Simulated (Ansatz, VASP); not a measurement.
# One calculation of CdF2, two programs

```xyz
3
Lattice="0.0000 2.6956 2.6956 2.6956 0.0000 2.6956 2.6956 2.6956 0.0000" Properties=species:S:1:pos:R:3 pbc="T T T"
Cd    0.0000    0.0000    0.0000
F     1.3478    1.3478    1.3478
F     4.0434    4.0434    4.0434
```

Alike in both runs: functional r2SCAN; k mesh 8 × 8 × 8; occupations fermi-dirac, width 0.02 eV; no spin polarisation.

Ansatz relaxed the structure, and its values are those at the end. VASP's run is a single point on that final structure, the one shown.

|  | VASP | Ansatz |
| --- | --- | --- |
| version | VASP 6.6.1 | Ansatz 0.2.0 |
| potentials or method | VASP PAW PBE potentials, release 64 (Cd, F), cutoff 520 eV | PAW plane waves |
| valence electrons in the cell | 26 | 34 |

|  | VASP | Ansatz | Ansatz less VASP |
| --- | --- | --- | --- |
| gap on the k mesh at the Fermi level (eV) | 3.74 | 3.78 | +0.040 |
| pressure (GPa) | 0.8 | 0.0 | -0.80 |

VASP's potentials were made for PBE, not for r2SCAN. VASP's potentials hold 26 valence electrons a cell and Ansatz's 34, so a difference there can come from the potentials and not from the codes.
